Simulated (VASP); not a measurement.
# LiH in VASP: further runs

The runs below take LiH through single point, with PBE.

Everything below comes from runs of VASP 6.6.1. Logs are shortened: lines on timing, memory, paths and dates and some standing lists are left out, and cuts for length are marked.

## 1. The cell of the first run

Symmetry: Fm-3m, No. 225, cubic system. The conventional cell has a = 3.997 Å, b = 3.997 Å, c = 3.997 Å, α = 90.00°, β = 90.00°, γ = 90.00°. Within 2.6 Å of Li (site symmetry m-3m) lie 6 H at 2.00 Å. H (site symmetry m-3m) has 6 Li at 2.00 Å within 2.6 Å.

## 2. Single point, PBE

INCAR reads:

```
PREC = Accurate ; ENCUT = 520
EDIFF = 1E-6 ; ISMEAR = 0
SIGMA = 0.01 ; LREAL = False
LASPH = True ; NELM = 60
ALGO = Normal ; ISIF = 2
LWAVE = False ; LCHARG = False
GGA = PE ; NBANDS = 9
```

KPOINTS reads:

```
Automatic mesh
0
Gamma
  6 6 6
```

POSCAR reads:

```
LiH
1.0
    0.0000000000      1.9984726927      1.9984726927
    1.9984726927      0.0000000000      1.9984726927
    1.9984726927      1.9984726927      0.0000000000
Li H
1 1
Direct
    0.0000000000      0.0000000000      0.0000000000
    0.5000000000      0.5000000000      0.5000000000
```

Potentials or basis: VASP PAW PBE potentials, release 64 (Li_sv, H).

On the command line:

```sh
cat potpaw_PBE.64/Li_sv/POTCAR potpaw_PBE.64/H/POTCAR > POTCAR
mpirun -np 1 vasp_std > vasp.out
```

OUTCAR:

```text
PREC = Accurate
   ENCUT = 520
   EDIFF = 1E-6
   ISMEAR = 0
   LREAL = False
   LASPH = True
   NELM = 60
   ISIF = 2
   GGA = PE

 ion  position               nearest neighbor table
   1  0.000  0.000  0.000-
   2  0.500  0.500  0.500-

  LATTYP: Found a face centered cubic cell.
 ALAT       =     3.9969453854

  Lattice vectors:

 A1 = (   0.0000000000,   1.9984726927,   1.9984726927)
 A2 = (   1.9984726927,   0.0000000000,   1.9984726927)
 A3 = (   1.9984726927,   1.9984726927,   0.0000000000)

Analysis of symmetry for initial positions (statically):
=====================================================================
 Subroutine PRICEL returns:
 Original cell was already a primitive cell.

 Routine SETGRP: Setting up the symmetry group for a
 face centered cubic supercell.

 Subroutine GETGRP returns: Found 48 space group operations
 (whereof 48 operations were pure point group operations)
 out of a pool of 48 trial point group operations.

The static configuration has the point symmetry O_h .

Analysis of symmetry for dynamics (positions and initial velocities):
=====================================================================
 Subroutine PRICEL returns:
 Original cell was already a primitive cell.

 Routine SETGRP: Setting up the symmetry group for a
 face centered cubic supercell.

 Subroutine GETGRP returns: Found 48 space group operations
 (whereof 48 operations were pure point group operations)
 out of a pool of 48 trial point group operations.

The dynamic configuration has the point symmetry O_h .

 Subroutine INISYM returns: Found 48 space group operations
 (whereof 48 operations are pure point group operations),
 and found     1 'primitive' translations

----------------------------------------------------------------------------------------

                                     Primitive cell

  volume of cell :      15.9634

  direct lattice vectors                    reciprocal lattice vectors
     0.000000000  1.998472693  1.998472693    -0.250191059  0.250191059  0.250191059
     1.998472693  0.000000000  1.998472693     0.250191059 -0.250191059  0.250191059
     1.998472693  1.998472693  0.000000000     0.250191059  0.250191059 -0.250191059

  length of vectors
     2.826267186  2.826267186  2.826267186     0.433343626  0.433343626  0.433343626

  position of ions in fractional coordinates (direct lattice)
     0.000000000  0.000000000  0.000000000
     0.500000000  0.500000000  0.500000000

  ion indices of the primitive-cell ions
   primitive index   ion index
                 1           1
                 2           2

----------------------------------------------------------------------------------------

 KPOINTS: Automatic mesh

Automatic generation of k-mesh.
 Grid dimensions read from file:
 generate k-points for:    6    6    6

 Generating k-lattice:

  Cartesian coordinates                     Fractional coordinates (reciprocal lattice)
    -0.041698510  0.041698510  0.041698510     0.166666667  0.000000000  0.000000000
     0.041698510 -0.041698510  0.041698510     0.000000000  0.166666667  0.000000000
     0.041698510  0.041698510 -0.041698510     0.000000000  0.000000000  0.166666667

  Length of vectors
     0.072223938  0.072223938  0.072223938

  Shift w.r.t. Gamma in fractional coordinates (k-lattice)
     0.000000000  0.000000000  0.000000000

 Subroutine IBZKPT returns following result:
 ===========================================

 Found     16 irreducible k-points:

 Following reciprocal coordinates:
            Coordinates               Weight
  0.000000  0.000000  0.000000      1.000000
  0.166667  0.000000  0.000000      8.000000
  0.333333  0.000000  0.000000      8.000000
  0.500000  0.000000  0.000000      4.000000
  0.166667  0.166667  0.000000      6.000000
  0.333333  0.166667  0.000000     24.000000
  0.500000  0.166667  0.000000     24.000000
 -0.333333  0.166667  0.000000     24.000000
 -0.166667  0.166667  0.000000     12.000000
  0.333333  0.333333  0.000000      6.000000
  0.500000  0.333333  0.000000     24.000000
 -0.333333  0.333333  0.000000     12.000000
  0.500000  0.500000  0.000000      3.000000
  0.500000  0.333333  0.166667     24.000000
 -0.333333  0.333333  0.166667     24.000000
 -0.333333  0.500000  0.166667     12.000000
   k-points           NKPTS =     16   k-points in BZ     NKDIM =     16   number of bands    NBANDS=      9
   number of dos      NEDOS =    301   number of ions     NIONS =      2
   total plane-waves  NPLWV =  13824
   dimension x,y,z NGX =    24 NGY =   24 NGZ =   24
   dimension x,y,z NGXF=    48 NGYF=   48 NGZF=   48
   ions per type =               1   1
   NGX,Y,Z   is equivalent  to a cutoff of  14.12, 14.12, 14.12 a.u.
   NGXF,Y,Z  is equivalent  to a cutoff of  28.23, 28.23, 28.23 a.u.
 SYSTEM =  unknown system
   PREC   = accura    normal or accurate (medium, high low for compatibility)
   ISTART =      0    job   : 0-new  1-cont  2-samecut
   ICHARG =      2    charge: 1-file 2-atom 10-const
   ISPIN  =      1    spin polarized calculation?
   LNONCOLLINEAR =      F non collinear calculations
   LSORBIT =      F    spin-orbit coupling
   LASPH  =      T    aspherical Exc in radial PAW
   ENCUT  =  520.0 eV  38.22 Ry    6.18 a.u.   5.25  5.25  5.25*2*pi/ulx,y,z
   NELM   =     60;   NELMIN=  2; NELMDL= -5     # of ELM steps
   EDIFF  = 0.1E-05   stopping-criterion for ELM
   LREAL  =      F    real-space projection
   EDIFFG = 0.1E-04   stopping-criterion for IOM
   NSW    =      0    number of steps for IOM
   IBRION =     -1    ionic relax: 0-MD 1-quasi-New 2-CG
   NFREE  =      0    steps in history (QN), initial steepest desc. (CG)
   ISIF   =      2    stress and relaxation
   ISYM   =      2    0-nonsym 1-usesym 2-fastsym
   POTIM  = 0.5000    time-step for ionic-motion
   TEBEG  =    0.0;   TEEND  =   0.0 temperature during run
   PSTRESS=    0.0 pullay stress
   NELECT =       4.0000    total number of electrons
   NUPDOWN=      -1.0000    fix difference up-down
   EMIN   =  10.00;   EMAX   =-10.00  energy-range for DOS
   EFERMI =   0.00;   METHOD = LEGACY
   ISMEAR =     0;   SIGMA  =   0.01  broadening in eV -4-tet -1-fermi 0-gaus
   EFERMI_NEDOS =   21; number of points for ismear=-14 and -15
   IALGO  =     38    algorithm
   IMIX   =      4    mixing-type and parameters
     AMIX     =   0.40;   BMIX     =  1.00
     AMIX_MAG =   1.60;   BMIX_MAG =  1.00
  volume/ion in A,a.u.               =       7.98        53.86
  Fermi-wavevector in a.u.,A,eV,Ry     =   1.032096  1.950378 14.493217  1.065221
  Thomas-Fermi vector in A             =   2.166276
   LORBIT       =      0    0 simple, 1 ext, 2 COOP (PROOUT), +10 PAW based schemes
   GGA     = PE    functional components
   LHFCALC =     F    Hartree Fock is set to
   AEXX    =    0.0000 exact exchange contribution
   IVDW    =     0    specifies the selected vdW correction
   LEPSILON=     F    determine dielectric tensor
   LRPA    =     F    only Hartree local field effects (RPA)
 non-spin polarized calculation
 Gauss-broadening in eV      SIGMA  =   0.01
  energy-cutoff  :      520.00
  volume of cell :       15.96
 maximum number of plane-waves:       444
 NGX is ok and might be reduce to    24
   NGX = 11   NGY = 11   NGZ = 11

 number of electron       3.9999996 magnetization

 Free energy of the ion-electron system (eV)
  ---------------------------------------------------
  ext. energy  EPLUGINS =         0.00000000
  ---------------------------------------------------
  free energy    TOTEN  =        -6.12600384 eV

  energy without entropy =       -6.12600384  energy(sigma->0) =       -6.12600384

 E-fermi :   0.2684     XC(G=0):  -8.5387

 val. band max:        0.1342974566   @ k =   0.5000   0.5000   0.0000
 cond. band min:       3.1056639487   @ k =   0.5000   0.5000   0.0000
 fundamental gap:      2.9713664921
 Fermi energy:         0.2683885568

 k-point     1 :       0.0000    0.0000    0.0000
  band No.  band energies     occupation
      1     -44.1519      2.00000
      2      -5.3327      2.00000
      3      16.3418      0.00000
      4      18.1122      0.00000
      5      18.1122      0.00000
      6      18.1122      0.00000
      7      22.8444      0.00000
      8      22.8444      0.00000
      9      22.8444      0.00000

 k-point     2 :       0.1667    0.0000    0.0000
  band No.  band energies     occupation
      1     -44.1400      2.00000
      2      -4.8454      2.00000
      3      12.6944      0.00000
      4      16.2544      0.00000
      5      17.2843      0.00000
      6      17.2843      0.00000
      7      22.7368      0.00000
      8      24.1020      0.00000
      9      24.1020      0.00000

 k-point     3 :       0.3333    0.0000    0.0000
  band No.  band energies     occupation
      1     -44.1160      2.00000
      2      -3.5368      2.00000
      3       7.4873      0.00000
      4      14.5208      0.00000
      5      16.6557      0.00000
      6      16.6557      0.00000
      7      20.8181      0.00000
      8      20.8181      0.00000
      9      25.3039      0.00000

 k-point     4 :       0.5000    0.0000    0.0000
  band No.  band energies     occupation
      1     -44.1041      2.00000
      2      -2.5196      2.00000
      3       5.0753      0.00000
      4      13.8710      0.00000
      5      16.7133      0.00000
      6      16.7133      0.00000
      7      19.2967      0.00000
      8      19.2967      0.00000
      9      27.5996      0.00000

 k-point     5 :       0.1667    0.1667    0.0000
  band No.  band energies     occupation
      1     -44.1362      2.00000
      2      -4.6615      2.00000
      3      13.4164      0.00000
      4      14.8979      0.00000
      5      14.8979      0.00000
      6      18.3240      0.00000
      7      18.7540      0.00000
      8      24.9358      0.00000
      9      27.6088      0.00000

 k-point     6 :       0.3333    0.1667    0.0000
  band No.  band energies     occupation
      1     -44.1164      2.00000
      2      -3.5375      2.00000
      3       9.0366      0.00000
      4      12.3442      0.00000
      5      13.7178      0.00000
      6      17.4622      0.00000
      7      20.4078      0.00000
      8      24.7163      0.00000
      9      26.2586      0.00000

 k-point     7 :       0.5000    0.1667    0.0000
  band No.  band energies     occupation
      1     -44.1005      2.00000
      2      -2.1086      2.00000
      3       5.4526      0.00000
      4      10.7091      0.00000
      5      13.9825      0.00000
      6      16.2980      0.00000
      7      23.4982      0.00000
      8      23.6479      0.00000
      9      26.2935      0.00000

 k-point     8 :      -0.3333    0.1667    0.0000
  band No.  band energies     occupation
      1     -44.1044      2.00000
      2      -2.5514      2.00000
      3       6.4105      0.00000
      4      10.3226      0.00000
      5      15.6794      0.00000
      6      15.9397      0.00000
      7      22.0742      0.00000
      8      25.2507      0.00000
      9      26.4800      0.00000

 k-point     9 :      -0.1667    0.1667    0.0000
  band No.  band energies     occupation
      1     -44.1243      2.00000
      2      -4.0426      2.00000
      3      10.9792      0.00000
      4      11.2018      0.00000
      5      16.5065      0.00000
      6      18.2742      0.00000
      7      21.6737      0.00000
      8      23.2980      0.00000
      9      24.9335      0.00000

 k-point    10 :       0.3333    0.3333    0.0000
  band No.  band energies     occupation
      1     -44.1049      2.00000
      2      -2.5578      2.00000
      3       7.5120      0.00000
      4      11.9891      0.00000
      5      11.9891      0.00000
      6      15.2066      0.00000
      7      17.5973      0.00000
      8      30.2158      0.00000
      9      32.0870      0.00000

 k-point    11 :       0.5000    0.3333    0.0000
  band No.  band energies     occupation
      1     -44.0932      2.00000
      2      -0.9644      2.00000
      3       4.8625      0.00000
      4       9.0085      0.00000
      5      11.7476      0.00000
      6      16.5943      0.00000
      7      18.9139      0.00000
      8      29.9577      0.00000
      9      31.4734      0.00000

 k-point    12 :      -0.3333    0.3333    0.0000
  band No.  band energies     occupation
      1     -44.0930      2.00000
      2      -0.9685      2.00000
      3       5.1561      0.00000
      4       7.4460      0.00000
      5      13.0110      0.00000
      6      16.2351      0.00000
      7      24.3309      0.00000
      8      26.8543      0.00000
      9      29.3276      0.00000

 k-point    13 :       0.5000    0.5000    0.0000
  band No.  band energies     occupation
      1     -44.0897      2.00000
      2       0.1343      2.00000
      3       3.1057      0.00000
      4      10.9898      0.00000
      5      10.9898      0.00000
      6      14.1644      0.00000
      7      17.5288      0.00000
      8      35.0992      0.00000
      9      35.0993      0.00000

 k-point    14 :       0.5000    0.3333    0.1667
  band No.  band energies     occupation
      1     -44.1008      2.00000
      2      -2.1406      2.00000
      3       7.3422      0.00000
      4       8.1892      0.00000
      5      13.0912      0.00000
      6      17.5006      0.00000
      7      21.0452      0.00000
      8      25.4480      0.00000
      9      29.4262      0.00000

 k-point    15 :      -0.3333    0.3333    0.1667
  band No.  band energies     occupation
      1     -44.0929      2.00000
      2      -0.9760      2.00000
      3       5.3216      0.00000
      4       7.2323      0.00000
      5      12.6827      0.00000
      6      17.1607      0.00000
      7      24.1141      0.00000
      8      25.8932      0.00000
      9      27.8449      0.00000

 k-point    16 :      -0.3333    0.5000    0.1667
  band No.  band energies     occupation
      1     -44.0893      2.00000
      2      -0.0444      2.00000
      3       4.1314      0.00000
      4       7.1688      0.00000
      5      11.7467      0.00000
      6      17.7618      0.00000
      7      20.0429      0.00000
      8      29.1765      0.00000
      9      29.4139      0.00000

------------------------ aborting loop because EDIFF is reached ----------------------------------------

  FORCE on cell =-STRESS in cart. coord.  units (eV):
  Direction    XX          YY          ZZ          XY          YZ          ZX
  --------------------------------------------------------------------------------------
  -------------------------------------------------------------------------------------
  Total        0.0067054      0.0067054      0.0067054     -0.0000000     -0.0000000     -0.0000000
  in kB        0.6729934      0.6729934      0.6729934     -0.0000000     -0.0000000     -0.0000000
  external PRESSURE =       0.6729934 kB  Pullay stress =       0.0000000 kB

 VOLUME and BASIS-vectors are now :
 -----------------------------------------------------------------------------
  energy-cutoff  :      520.00
  volume of cell :       15.96
      direct lattice vectors                 reciprocal lattice vectors
     0.000000000  1.998472693  1.998472693    -0.250191059  0.250191059  0.250191059
     1.998472693  0.000000000  1.998472693     0.250191059 -0.250191059  0.250191059
     1.998472693  1.998472693  0.000000000     0.250191059  0.250191059 -0.250191059

 POSITION                                       TOTAL-FORCE (eV/Angst)
 -----------------------------------------------------------------------------------
      0.00000      0.00000      0.00000         0.000000     -0.000000      0.000000
      1.99847      1.99847      1.99847        -0.000000      0.000000     -0.000000
 -----------------------------------------------------------------------------------
    total drift:                                0.000000     -0.000000     -0.000000

  FREE ENERGIE OF THE ION-ELECTRON SYSTEM (eV)
  ---------------------------------------------------
  free  energy   TOTEN  =        -6.1260038383 eV

  energy  without entropy=       -6.1260038383  energy(sigma->0) =       -6.12600384
```

Wall time 2.9 s (1 thread of Intel Xeon Platinum 8259CL at 2.50GHz (Skylake/Cascade Lake), shared host); peak memory 0.13 GiB.

What came out:

| Quantity | Value |
| --- | --- |
| Free energy | -6.1260 eV |
| Band gap on the k mesh | 2.97 eV, direct |

Caveat: the k points lie up to 0.45 Å⁻¹ apart; the cutoff is under 1.25 times the usual one of these potentials, so pressure, stress and relaxed cells hold a basis-set (Pulay) error. A hybrid or GW would open this gap; PBE tends to underestimate it.

## 3. Single point, PBE (strain +0.3%)

INCAR reads:

```
PREC     = Accurate       # precision mode
ENCUT    = 520            # plane-wave cutoff, eV
EDIFF    = 1E-6           # SCF threshold, eV
ISMEAR   = 0              # smearing method
SIGMA    = 0.01           # smearing width, eV
LREAL    = False          # projectors in reciprocal space
LASPH    = True           # aspherical terms in the spheres
NELM     = 60             # most SCF steps
ALGO     = Normal         # electronic algorithm
ISIF     = 2              # what is computed and relaxed
LWAVE    = False          # write WAVECAR
LCHARG   = False          # write CHGCAR
GGA      = PE             # functional
NBANDS   = 9              # bands
```

KPOINTS reads:

```
regular mesh
0
Gamma
  6 6 6
```

POSCAR reads:

```
LiH
1.0
    0.0000000000      2.0048678053      2.0048678053
    2.0048678053      0.0000000000      2.0048678053
    2.0048678053      2.0048678053      0.0000000000
Li H
1 1
Direct
    0.0000000000      0.0000000000      0.0000000000
    0.5000000000      0.5000000000      0.5000000000
```

Potentials or basis: VASP PAW PBE potentials, release 64 (Li_sv, H).

On the command line:

```sh
cat potpaw_PBE.64/Li_sv/POTCAR potpaw_PBE.64/H/POTCAR > POTCAR
mpirun -np 1 vasp_std > vasp.out
```

It took 2.7 s on 1 thread of Intel Xeon Platinum 8259CL at 2.50GHz (Skylake/Cascade Lake), shared host; peak memory 0.12 GiB.

The run converged. Its results:

| Quantity | Value |
| --- | --- |
| Free energy | -6.1260 eV |
| Band gap on the k mesh | 2.98 eV, direct |

Levels at points of the mesh, in eV from the valence-band top:
```tsv
k point	band 1	band 2	band 3	band 4	band 5	band 6
(0.00, 0.00, 0.00)	-44.30	-5.43	16.08	17.88	17.88	17.88
(0.50, 0.00, 0.00)	-44.25	-2.63	4.92	13.65	16.49	16.49
(0.50, 0.50, 0.00)	-44.24	0.00	2.98	10.81	10.81	13.97
```

Caveat: the k points lie up to 0.45 Å⁻¹ apart; the cell differs from its parent crystal (strain +0.3%); the cutoff is under 1.25 times the usual one of these potentials, so pressure, stress and relaxed cells hold a basis-set (Pulay) error. A k mesh can miss the band edges.

[end of part 1 of 2]
